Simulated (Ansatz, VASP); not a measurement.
Two plane-wave programs on Bi

```
Bi
1.0
     0.00000    2.62286    2.62286
     2.62286    0.00000    2.62286
     2.62286    2.62286    0.00000
Bi
1
Direct
  0.00000 0.00000 0.00000
```

Alike in both runs: task relaxation of cell and atoms; functional r2SCAN; k mesh 6 × 6 × 6; occupations gaussian, width 0.1 eV; no spin polarisation.

|  | VASP | Ansatz |
| --- | --- | --- |
| version | VASP 6.6.1 | Ansatz 0.2.0 |
| potentials or method | VASP PAW PBE potentials, release 64 (Bi_d), cutoff 550 eV | scalar-relativistic, plane waves, PAW |
| valence electrons in the cell | 15 | 15 |

VASP gave:

| Item | Value |
| --- | --- |
| gap on the k mesh at the Fermi level, each at its own relaxed structure (eV) | none |
| relaxed volume (Å³/atom) | 31.22 |
| relaxed cell length with the largest relative difference (Å) | 3.535 |

Question: Estimate Ansatz's values.

Answer: gap on the k mesh at the Fermi level, each at its own relaxed structure (eV): none; relaxed volume (Å³/atom): 31.12; relaxed cell length with the largest relative difference (Å): 3.530.

VASP's potentials were made for PBE, not for r2SCAN. A gap of «none» marks a metal or a gap that the smearing closes.

Spin-orbit coupling is off throughout.
